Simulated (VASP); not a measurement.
Here is a VASP 6.6.1 calculation.

The input INCAR:

```
ALGO = Normal ; EDIFF = 1E-6
ENCUT = 500 ; GGA = CA
GGA_COMPAT = F ; ISIF = 2
ISMEAR = -1 ; LASPH = T
LCHARG = F ; LREAL = F
LWAVE = F ; NBANDS = 12
NELM = 120 ; PREC = Accurate
SIGMA = 0.05
```

Contents of KPOINTS:

```
k-points
0
Gamma
  20 20 20
```

The input POSCAR:

```
Au
1.0
   -1.6072834481      1.6072834481      1.6072834481
    1.6072834481     -1.6072834481      1.6072834481
    1.6072834481      1.6072834481     -1.6072834481
Au
1
Direct
    0.0000000000      0.0000000000      0.0000000000
```

Potentials or basis: VASP PAW LDA potentials, release 64 (Au).

Run with:

```console
$ cat potpaw_LDA.64/Au/POTCAR > POTCAR
$ mpirun -np 1 vasp_std > vasp.out
```

Predict the band gap on the k mesh.

zero (an odd number of electrons rules out a gap without spin polarisation).

Predict the pressure.

0.5 GPa.

Caveat: spin-orbit coupling is left out, which moves the levels of the heavy elements.
